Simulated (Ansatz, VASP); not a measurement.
# Two plane-wave programs on Ca

```xyz
1
Lattice="3.4887 0.0000 0.0000 0.0000 3.4887 0.0000 0.0000 0.0000 3.4887" Properties=species:S:1:pos:R:3 pbc="T T T"
Ca    0.0000    0.0000    0.0000
```

Alike in both runs: task single point; functional PBE; k mesh 8 × 8 × 8; no spin polarisation.

|  | VASP | Ansatz |
| --- | --- | --- |
| version | VASP 6.6.1 | Ansatz 0.2.0 |
| potentials or method | VASP PAW PBE potentials, release 64 (Ca_sv), cutoff 520 eV | scalar-relativistic, plane waves, PAW |
| occupations | tetrahedron | tetrahedron-uncorrected |
| valence electrons in the cell | 10 | 10 |

```tsv
	VASP	Ansatz	Ansatz less VASP
gap on the k mesh at the Fermi level (eV)	none	none	-
pressure (GPa)	0.0	0.0	-0.01
```

A gap of «none» marks a metal or a gap that the smearing closes. Ansatz's warnings: band table not solved further.
